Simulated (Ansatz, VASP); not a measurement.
## Two plane-wave programs on ScGePd

```
CELL_PARAMETERS angstrom
6.58529 0.00000 0.00000
-3.29265 5.70303 0.00000
0.00000 0.00000 3.88403
ATOMIC_POSITIONS crystal
Sc 0.00000 0.57664 0.00000
Sc 0.42336 0.42336 0.00000
Sc 0.57664 0.00000 0.00000
Ge 0.33333 0.66667 0.50000
Ge 0.66667 0.33333 0.50000
Ge 0.00000 0.00000 0.00000
Pd 0.00000 0.24825 0.50000
Pd 0.75175 0.75175 0.50000
Pd 0.24825 0.00000 0.50000
```

Alike in both runs: functional LDA; k mesh 6 × 6 × 10; occupations gaussian, width 0.1 eV; no spin polarisation.

Ansatz relaxed the structure, and its values are those at the end. VASP's run is a single point on that final structure, the one shown.

|  | VASP | Ansatz |
| --- | --- | --- |
| version | VASP 6.6.1 | Ansatz 0.2.0 |
| potentials or method | VASP PAW LDA potentials, release 64 (Sc_sv, Ge_d, Pd), cutoff 520 eV | scalar-relativistic, plane waves, PAW |
| valence electrons in the cell | 105 | 129 |

```tsv
	VASP	Ansatz	Ansatz less VASP
gap on the k mesh at the Fermi level (eV)	none	none	-
pressure (GPa)	0.5	0.0	-0.49
```

LDA's correlation is that of Perdew and Zunger in VASP and of Perdew and Wang (1992) in Ansatz. A gap of «none» marks a metal or a gap that the smearing closes. VASP's potentials hold 105 valence electrons a cell and Ansatz's 129, so a difference there can come from the potentials and not from the codes.
